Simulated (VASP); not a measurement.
Here is a VASP 6.6.1 calculation.

Contents of INCAR:

```
PREC = Accurate
ENCUT = 520
EDIFF = 1E-6
ISMEAR = 0
SIGMA = 0.1
LREAL = False
LASPH = True
NELM = 80
ALGO = Normal
ISIF = 2
LWAVE = False
LCHARG = True
GGA = PE
LELF = True
LVHAR = True
NBANDS = 12
```

The input KPOINTS:

```
Automatic mesh
0
Gamma
  10 10 10
```

Contents of POSCAR:

```
AlC2
1.0
   -1.3642048210      1.3642048210      4.4387428058
    1.3642048210     -1.3642048210      4.4387428058
    1.3642048210      1.3642048210     -4.4387428058
Al C
1 2
Direct
    0.0000000000      0.0000000000      0.0000000000
    0.3400000000      0.3400000000      0.0000000000
    0.6600000000      0.6600000000      0.0000000000
```

Potentials or basis: VASP PAW PBE potentials, release 64 (Al, C).

Launch:

```bash
$ cat potpaw_PBE.64/Al/POTCAR potpaw_PBE.64/C/POTCAR > POTCAR
$ mpirun -np 1 vasp_std > vasp.out
```

Problem. Estimate the band gap on the k mesh.

Solution. Zero (an odd number of electrons rules out a gap without spin polarisation).

Problem. Estimate the pressure.

Solution. -19.5 GPa.

Problem. What does it give for the largest force?

Solution. 0.804 eV/Å.

Stress tensor (GPa, compression positive):
```
-13.41   0.00   0.00
  0.00 -13.41   0.00
  0.00   0.00 -31.57
```

Caveat: the stress differs along the axes, from -32 to -13 GPa; an odd number of electrons without spin polarisation forces a metal; a magnetic or distorted state may lie lower.
